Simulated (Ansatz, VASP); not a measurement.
## TaAl2 in VASP and in Ansatz

```
Ta Al
1.0
    -3.05338    3.05338    2.54163
     3.05338   -3.05338    2.54163
     3.05338    3.05338   -2.54163
Ta Al
2 4
Direct
  0.25000 0.25000 0.00000
  0.75000 0.75000 0.00000
  0.66700 0.16700 0.83400
  0.16700 0.33300 0.50000
  0.33300 0.83300 0.16600
  0.83300 0.66700 0.50000
```

Alike in both runs: task relaxation of cell and atoms; functional PBE; k mesh 4 × 4 × 4; occupations gaussian, width 0.1 eV; no spin polarisation.

|  | VASP | Ansatz |
| --- | --- | --- |
| version | VASP 6.6.1 | Ansatz 0.2.0 |
| potentials or method | VASP PAW PBE potentials, release 64 (Ta_pv, Al), cutoff 600 eV | scalar-relativistic, plane waves, PAW |
| valence electrons in the cell | 34 | 38 |

|  | VASP | Ansatz | Ansatz less VASP |
| --- | --- | --- | --- |
| gap on the k mesh at the Fermi level, each at its own relaxed structure (eV) | none | none | - |
| relaxed volume (Å³/atom) | 21.41 | 21.36 | -0.047 |
| relaxed cell length with the largest relative difference (Å) | 5.553 | 5.550 | -0.0033 |

A gap of «none» marks a metal or a gap that the smearing closes. VASP's potentials hold 34 valence electrons a cell and Ansatz's 38, so a difference there can come from the potentials and not from the codes.

The k mesh is coarse, so the values compare programs but aren't converged. Spin-orbit coupling is off throughout. Noted on VASP's run: the volume moved by over 15 % at a fixed basis, so the end points are rough.
